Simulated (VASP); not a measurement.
## InSe: single point with PBE+D3(BJ)

InSe:

```
In Se
1.0
     4.03177    0.00000    0.00000
    -2.01589    3.49162    0.00000
     0.00000    0.00000   16.76237
In Se
4 4
Direct
  0.33333 0.66667 0.16666
  0.66667 0.33333 0.66666
  0.33333 0.66667 0.33334
  0.66667 0.33333 0.83334
  0.33333 0.66667 0.58987
  0.66667 0.33333 0.08987
  0.33333 0.66667 0.91013
  0.66667 0.33333 0.41013
```

```json
{
  "Program": "VASP 6.6.1",
  "Task": "single point",
  "Functional": "PBE",
  "Dispersion": "D3(BJ)",
  "Potentials or basis": "VASP PAW PBE potentials, release 64 (In_d, Se)",
  "Cutoff": "520 eV",
  "k mesh": "12 × 12 × 2",
  "Occupations": "gaussian, width 0.03 eV",
  "Spin": "no spin polarisation"
}
```

```
Pressure                   : 0.0 GPa
Largest force              : 0.016 eV/Å
Band gap on the k mesh     : 0.36 eV
Dispersion energy per atom : -0.297 eV
```

Forces on the atoms (eV/Å):
```
In   0.000  0.000  0.016
In   0.000  0.000  0.016
In   0.000  0.000 -0.016
In   0.000  0.000 -0.016
Se   0.000  0.000 -0.013
Se   0.000  0.000 -0.013
Se   0.000  0.000  0.013
Se   0.000  0.000  0.013
```

Levels at points of the mesh, in eV from the valence-band top:
```csv
k point,band 35,band 36,band 37,band 38,band 39,band 40,band 41,band 42
"(0.00, 0.00, 0.00)",-1.17,-1.10,-1.10,0.00,0.36,1.73,2.12,2.12
"(0.50, 0.00, 0.00)",-2.08,-2.07,-1.97,-1.35,1.11,1.21,1.93,1.94
"(0.00, 0.00, 0.50)",-1.13,-1.13,-0.92,-0.92,1.22,1.22,2.13,2.13
"(0.50, 0.00, 0.50)",-2.05,-2.05,-1.71,-1.71,1.46,1.46,1.58,1.58
```

Wall time 13 min on 1 thread of Oxide Virtual Turin-like Processor, with other jobs on the host, peak memory 0.5 GiB.

Caveat: spin-orbit coupling is left out, which moves the levels of the heavy elements.
